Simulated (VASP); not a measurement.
# Mg7Cd9O16 in VASP: single point with r2SCAN

Aim: the single point of Mg7Cd9O16 with r2SCAN.

Program: VASP 6.6.1. These are calculated values, not measurements. Logs are shortened: lines on timing, memory, paths and dates and some standing lists are left out, and cuts for length are marked.

### 1 The cell of the first run

The typed cell holds 64 atoms: a = 9.075 Å, b = 9.075 Å, c = 9.075 Å, α = 90.00°, β = 90.00°, γ = 90.00°.

### 2 Single point, r2SCAN

The input, POSCAR:

```
Mg7Cd9O16
1.0
    9.0746070000      0.0000000000      0.0000000000
    0.0000000000      9.0746070000      0.0000000000
    0.0000000000      0.0000000000      9.0746070000
O Mg Cd
32 14 18
Direct
    0.2435110000      0.0001710000      0.9992360000
    0.2570290000      0.9996350000      0.5000750000
    0.2567580000      0.5002600000      0.9993040000
    0.2437990000      0.4995520000      0.5000010000
    0.7568670000      0.0002680000      0.9993100000
    0.7436850000      0.9995560000      0.5000000000
    0.7436170000      0.5001780000      0.9992330000
    0.7569300000      0.4996380000      0.5000740000
    0.0004740000      0.2552060000      0.0135250000
    0.0000480000      0.2446530000      0.4857930000
    0.0003800000      0.7488190000      0.0070520000
    0.0001360000      0.7509740000      0.4922560000
    0.5003810000      0.2488140000      0.0070450000
    0.5001320000      0.2509950000      0.4922670000
    0.5004800000      0.7551970000      0.0135080000
    0.5000420000      0.7446000000      0.4857910000
    0.0002650000      0.9959810000      0.2507820000
    0.0001590000      0.9890840000      0.7442660000
    0.0002570000      0.5038360000      0.2485870000
    0.0003490000      0.5107200000      0.7548740000
    0.5002600000      0.0038360000      0.2485350000
    0.5003510000      0.0107300000      0.7550120000
    0.5002580000      0.4959830000      0.2507050000
    0.5001570000      0.4890890000      0.7444710000
    0.2490060000      0.2499460000      0.2497560000
    0.2650880000      0.2499710000      0.7497990000
    0.2515370000      0.7498660000      0.2495490000
    0.2354100000      0.7498240000      0.7495160000
    0.7515370000      0.2498620000      0.2495560000
    0.7354090000      0.2498380000      0.7495170000
    0.7489960000      0.7499430000      0.2497550000
    0.7651020000      0.7499960000      0.7497900000
    0.0003380000      0.9942140000      0.0057790000
    0.0000060000      0.9963590000      0.4958330000
    0.0004720000      0.5034450000      0.0034770000
    0.0001800000      0.5055550000      0.4935770000
    0.5004760000      0.0034310000      0.0034700000
    0.5001760000      0.0055760000      0.4935340000
    0.5003310000      0.4942430000      0.0056810000
    0.4999890000      0.4963570000      0.4958190000
    0.0002500000      0.2499130000      0.2496580000
    0.0002460000      0.7498810000      0.2496670000
    0.0002540000      0.7499100000      0.7496180000
    0.5002380000      0.2499080000      0.2496360000
    0.5002480000      0.2498990000      0.7496810000
    0.5002500000      0.7498790000      0.2496450000
    0.2504140000      0.2498730000      0.0004670000
    0.2501290000      0.2498660000      0.4990140000
    0.2503780000      0.7499330000      0.0002920000
    0.2500890000      0.7499370000      0.4988400000
    0.7503790000      0.2499390000      0.0002970000
    0.7500840000      0.2499400000      0.4988460000
    0.7504260000      0.7498820000      0.0004600000
    0.7501250000      0.7498710000      0.4990080000
    0.2502580000      0.9999030000      0.2496570000
    0.2502500000      0.9999000000      0.7496530000
    0.2502510000      0.4999040000      0.2496450000
    0.2502480000      0.4998980000      0.7496530000
    0.7502510000      0.9998990000      0.2496520000
    0.7502550000      0.9999110000      0.7496580000
    0.7502480000      0.4999020000      0.2496540000
    0.7502510000      0.4999160000      0.7496480000
    0.0002430000      0.2498940000      0.7496590000
    0.5002500000      0.7499170000      0.7496410000
```

The input, INCAR.step1:

```
PREC = Accurate ; ENCUT = 520
ISMEAR = -1 ; SIGMA = 0.05
LREAL = Auto ; LASPH = True
NELM = 60 ; NBANDS = 256
GGA = PE ; ALGO = Normal
EDIFF = 1E-4 ; LWAVE = True
LCHARG = False
```

The input, INCAR.step2:

```
PREC = Accurate ; ENCUT = 520
EDIFF = 1E-7 ; ISMEAR = -1
SIGMA = 0.05 ; LREAL = Auto
LASPH = True ; NELM = 60
ALGO = Normal ; ISIF = 2
LWAVE = False ; LCHARG = False
METAGGA = R2SCAN ; LMIXTAU = True
NBANDS = 256 ; ISTART = 1
```

The input, KPOINTS:

```
Automatic mesh
0
Gamma
  1 1 1
```

Potentials or basis: VASP PAW PBE potentials, release 64 (O, Mg, Cd).

Started as:

```
> cat potpaw_PBE.64/O/POTCAR potpaw_PBE.64/Mg/POTCAR potpaw_PBE.64/Cd/POTCAR > POTCAR
> cp INCAR.step1 INCAR
> mpirun -np 1 vasp_gam > vasp.out
> cp INCAR.step2 INCAR
> mpirun -np 1 vasp_gam > vasp.out
```

OUTCAR:

```text
PREC = Accurate
   ENCUT = 520
   EDIFF = 1E-7
   ISMEAR = -1
   LREAL = Auto
   LASPH = True
   NELM = 60
   ISIF = 2
   METAGGA = R2SCAN
   ISTART = 1

 ion  position               nearest neighbor table
   1  0.244  0.000  0.999-  33 2.21  56 2.27  47 2.27  49 2.27  55 2.27  37 2.33
   2  0.257  1.000  0.500-  38 2.21  56 2.27  50 2.27  48 2.27  55 2.27  34 2.33
   3  0.257  0.500  0.999-  39 2.21  58 2.27  49 2.27  57 2.27  47 2.27  35 2.33
   4  0.244  0.500  0.500-  36 2.21  58 2.27  48 2.27  57 2.27  50 2.27  40 2.33
   5  0.757  0.000  0.999-  33 2.21  60 2.27  51 2.27  59 2.27  53 2.27  37 2.33
   6  0.744  1.000  0.500-  38 2.21  60 2.27  54 2.27  59 2.27  52 2.27  34 2.33
[... 76 lines left out ...]
  58  0.250  0.500  0.750-   4 2.27   3 2.27  20 2.27  24 2.27  28 2.27  26 2.27  45 3.21  43 3.21
                            63 3.21  64 3.21  48 3.21  49 3.21  47 3.21  50 3.21  40 3.23  35 3.23
  59  0.750  1.000  0.250-  31 2.27  29 2.27  21 2.27  17 2.27   5 2.27   6 2.27  38 3.17  33 3.17
                            34 3.18  37 3.18  53 3.20  52 3.20  54 3.20  51 3.20  41 3.21  42 3.21
  60  0.750  1.000  0.750-   5 2.27   6 2.27  22 2.27  18 2.27  32 2.27  30 2.27  63 3.21  45 3.21
                            64 3.21  43 3.21  51 3.21  54 3.21  53 3.21  52 3.21  34 3.23  37 3.23
  61  0.750  0.500  0.250-  23 2.27  19 2.27  29 2.27  31 2.27   7 2.27   8 2.27  36 3.17  39 3.17
                            35 3.19  40 3.19  52 3.20  53 3.20  51 3.20  54 3.20  46 3.21  42 3.21
  62  0.750  0.500  0.750-   8 2.27   7 2.27  24 2.27  20 2.27  30 2.27  32 2.27  43 3.21  64 3.21
                            63 3.21  45 3.21  54 3.21  51 3.21  52 3.21  53 3.21  35 3.23  40 3.23
  63  0.000  0.250  0.750-  18 2.37  20 2.37  10 2.39   9 2.39  30 2.40  26 2.40  60 3.21  56 3.21
                            58 3.21  62 3.21  51 3.21  48 3.21  52 3.21  47 3.21  34 3.26  35 3.26
  64  0.500  0.750  0.750-  22 2.37  24 2.37  16 2.39  15 2.39  28 2.40  32 2.40  56 3.21  60 3.21
                            62 3.21  58 3.21  54 3.21  49 3.21  50 3.21  53 3.21  37 3.26  40 3.26

  LATTYP: Found a simple cubic cell.
 ALAT       =     9.0746070000

  Lattice vectors:

 A1 = (   9.0746070000,   0.0000000000,   0.0000000000)
 A2 = (   0.0000000000,   9.0746070000,   0.0000000000)
 A3 = (   0.0000000000,   0.0000000000,   9.0746070000)

Analysis of symmetry for initial positions (statically):
=====================================================================
 Subroutine PRICEL returns:
 Original cell was already a primitive cell.

 Routine SETGRP: Setting up the symmetry group for a
 simple cubic supercell.

 Subroutine GETGRP returns: Found  1 space group operations
 (whereof  1 operations were pure point group operations)
 out of a pool of 48 trial point group operations.

The static configuration has the point symmetry C_1 .

[... 223 lines left out ...]
   NELECT =     436.0000    total number of electrons
   NUPDOWN=      -1.0000    fix difference up-down
   EMIN   =  10.00;   EMAX   =-10.00  energy-range for DOS
   EFERMI =   0.00;   METHOD = LEGACY
   ISMEAR =    -1;   SIGMA  =   0.05  broadening in eV -4-tet -1-fermi 0-gaus
   EFERMI_NEDOS =   21; number of points for ismear=-14 and -15
   IALGO  =     38    algorithm
   IMIX   =      4    mixing-type and parameters
     AMIX     =   0.40;   BMIX     =  1.00
     AMIX_MAG =   1.60;   BMIX_MAG =  1.00
  volume/ion in A,a.u.               =      11.68        78.80
  Fermi-wavevector in a.u.,A,eV,Ry     =   1.367968  2.585084 25.461066  1.871336
  Thomas-Fermi vector in A             =   2.493973
   LORBIT       =      0    0 simple, 1 ext, 2 COOP (PROOUT), +10 PAW based schemes
   METAGGA = R2SCAN    functional components
   LHFCALC =     F    Hartree Fock is set to
   AEXX    =    0.0000 exact exchange contribution
   IVDW    =     0    specifies the selected vdW correction
   LEPSILON=     F    determine dielectric tensor
   LRPA    =     F    only Hartree local field effects (RPA)
 non-spin polarized calculation
  energy-cutoff  :      520.00
  volume of cell :      747.28
 maximum number of plane-waves:     10003
 NGX is ok and might be reduce to    70
   NGX = 33   NGY = 33   NGZ = 33

 number of electron     436.0000144 magnetization

 Free energy of the ion-electron system (eV)
  ---------------------------------------------------
  ext. energy  EPLUGINS =         0.00000000
  ---------------------------------------------------
  free energy    TOTEN  =      -730.73193970 eV

  energy without entropy =     -730.73118693  energy(sigma->0) =     -730.73156332

 E-fermi :   3.3211     XC(G=0): -11.9012

 val. band max:        2.8838321466   @ k =   0.0000   0.0000   0.0000
 cond. band min:       3.7139001135   @ k =   0.0000   0.0000   0.0000
 fundamental gap:      0.8300679669
 Fermi energy:         3.3210806671

 k-point     1 :       0.0000    0.0000    0.0000
  band No.  band energies     occupation
      1     -16.1439      2.00000
      2     -15.7625      2.00000
      3     -15.6885      2.00000
      4     -15.6844      2.00000
      5     -15.6457      2.00000
      6     -15.6447      2.00000
[... 222 lines left out ...]
    229       8.2184      0.00000
    230       8.3966      0.00000
 [bands above 230 left out]

------------------------ aborting loop because EDIFF is reached ----------------------------------------

  FORCE on cell =-STRESS in cart. coord.  units (eV):
  Direction    XX          YY          ZZ          XY          YZ          ZX
  --------------------------------------------------------------------------------------
  -------------------------------------------------------------------------------------
  Total        8.6503602      8.5405654      8.8348660      0.0050019      0.7566519      0.0231976
  in kB       18.5464715     18.3110701     18.9420541      0.0107241      1.6222704      0.0497359
  external PRESSURE =      18.5998652 kB  Pullay stress =       0.0000000 kB

 VOLUME and BASIS-vectors are now :
 -----------------------------------------------------------------------------
  energy-cutoff  :      520.00
  volume of cell :      747.28
      direct lattice vectors                 reciprocal lattice vectors
     9.074607000  0.000000000  0.000000000     0.110197610  0.000000000  0.000000000
     0.000000000  9.074607000  0.000000000     0.000000000  0.110197610  0.000000000
     0.000000000  0.000000000  9.074607000     0.000000000  0.000000000  0.110197610

 POSITION                                       TOTAL-FORCE (eV/Angst)
 -----------------------------------------------------------------------------------
      2.20977      0.00155      9.06767        -0.023803      0.001450     -0.015588
      2.33244      9.07129      4.53798         0.022799     -0.000976      0.016133
      2.32998      4.53966      9.06829         0.028634     -0.004182     -0.015122
      2.21238      4.53324      4.53731        -0.025836      0.002752      0.018466
      6.86827      0.00243      9.06835         0.028170     -0.004867     -0.014927
      6.74865      9.07058      4.53730        -0.027634      0.003889      0.018647
[... 56 lines left out ...]
      0.00221      2.26769      6.80286         0.000869      0.000100     -0.000931
      4.53957      6.80520      6.80270         0.000685     -0.000454     -0.000582
 -----------------------------------------------------------------------------------
    total drift:                               -0.014234      0.003396      0.056627

  FREE ENERGIE OF THE ION-ELECTRON SYSTEM (eV)
  ---------------------------------------------------
  free  energy   TOTEN  =      -730.7319397010 eV

  energy  without entropy=     -730.7311869337  energy(sigma->0) =     -730.73156332
```

It took 28 min on 1 thread of Oxide Virtual Turin-like, shared host; peak memory 0.79 GiB.

Results:

```
Free energy            : -730.7319 eV
Pressure               : 1.9 GPa
Largest force          : 0.129 eV/Å
Band gap on the k mesh : 0.83 eV
```

Forces on the atoms (eV/Å):
```
O   -0.024  0.001 -0.016
O    0.023 -0.001  0.016
O    0.029 -0.004 -0.015
O   -0.026  0.003  0.018
O    0.028 -0.005 -0.015
O   -0.028  0.004  0.019
O   -0.022  0.002 -0.016
O    0.023 -0.001  0.016
O   -0.013  0.005  0.113
O    0.012 -0.005 -0.117
O   -0.006 -0.004  0.042
O    0.006  0.003 -0.046
O   -0.007 -0.004  0.042
O    0.006  0.003 -0.046
O   -0.013  0.005  0.114
O    0.013 -0.007 -0.117
O    0.001 -0.013  0.004
O    0.011 -0.099 -0.014
O   -0.003  0.011 -0.004
O   -0.012  0.101  0.013
O   -0.003  0.012 -0.004
O   -0.012  0.100  0.013
O    0.001 -0.013  0.004
O    0.010 -0.100 -0.014
O    0.008 -0.005 -0.003
O    0.127 -0.009 -0.007
O   -0.002  0.005  0.005
O   -0.128  0.012  0.011
O   -0.002  0.005  0.004
O   -0.128  0.011  0.012
O    0.008 -0.005 -0.003
O    0.127 -0.010 -0.007
Mg   0.002 -0.037  0.036
Mg  -0.002 -0.030 -0.027
Mg   0.001  0.030  0.027
Mg   0.003  0.036 -0.041
Mg   0.001  0.030  0.027
Mg   0.003  0.036 -0.041
Mg   0.002 -0.037  0.036
Mg  -0.002 -0.030 -0.027
Mg   0.000  0.001  0.000
Mg  -0.001 -0.001 -0.004
Mg  -0.001 -0.001  0.000
Mg  -0.001  0.000 -0.005
Mg  -0.001  0.000  0.000
Mg   0.000  0.000 -0.001
Cd   0.011  0.001  0.000
Cd   0.012  0.002  0.001
Cd  -0.013 -0.002  0.001
Cd  -0.012  0.000  0.002
Cd  -0.013 -0.001  0.002
Cd  -0.012  0.000  0.002
Cd   0.011  0.001  0.000
Cd   0.012  0.002  0.001
Cd  -0.001  0.000  0.001
Cd  -0.001  0.000  0.001
Cd  -0.001  0.000  0.001
Cd  -0.001  0.000  0.001
Cd  -0.001  0.001  0.001
Cd  -0.001  0.000  0.001
Cd  -0.001  0.000  0.001
Cd  -0.001  0.000  0.001
Cd   0.001  0.000 -0.001
Cd   0.001  0.000 -0.001
```

Stress tensor (GPa, compression positive):
```
1.85 0.00 0.00
0.00 1.83 0.16
0.00 0.16 1.89
```

Caveat: the k points lie up to 0.69 Å⁻¹ apart; the PAW data sets were made with another functional, which shifts forces and pressure a little. A k mesh can miss the band edges.
